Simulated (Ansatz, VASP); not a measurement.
# Two plane-wave programs on Y2Os

```
Y Os
1.0
     0.00000    4.06807    4.06807
     4.06807    0.00000    4.06807
     4.06807    4.06807    0.00000
Y Os
4 2
Direct
  0.62500 0.62500 0.62500
  0.12500 0.62500 0.62500
  0.62500 0.62500 0.12500
  0.62500 0.12500 0.62500
  0.00000 0.00000 0.00000
  0.25000 0.25000 0.25000
```

Alike in both runs: task single point; functional PBE; k mesh 4 × 4 × 4; occupations gaussian, width 0.1 eV; no spin polarisation.

|  | VASP | Ansatz |
| --- | --- | --- |
| version | VASP 6.6.1 | Ansatz 0.2.0 |
| potentials or method | VASP PAW PBE potentials, release 64 (Y_sv, Os), cutoff 520 eV | scalar-relativistic, plane waves, PAW |
| valence electrons in the cell | 60 | 76 |

```tsv
	VASP	Ansatz	Ansatz less VASP
gap on the k mesh at the Fermi level (eV)	none	none	-
pressure (GPa)	1.0	1.2	+0.19
```

A gap of «none» marks a metal or a gap that the smearing closes. VASP's potentials hold 60 valence electrons a cell and Ansatz's 76, so a difference there can come from the potentials and not from the codes.

Neither program's run includes spin-orbit coupling.
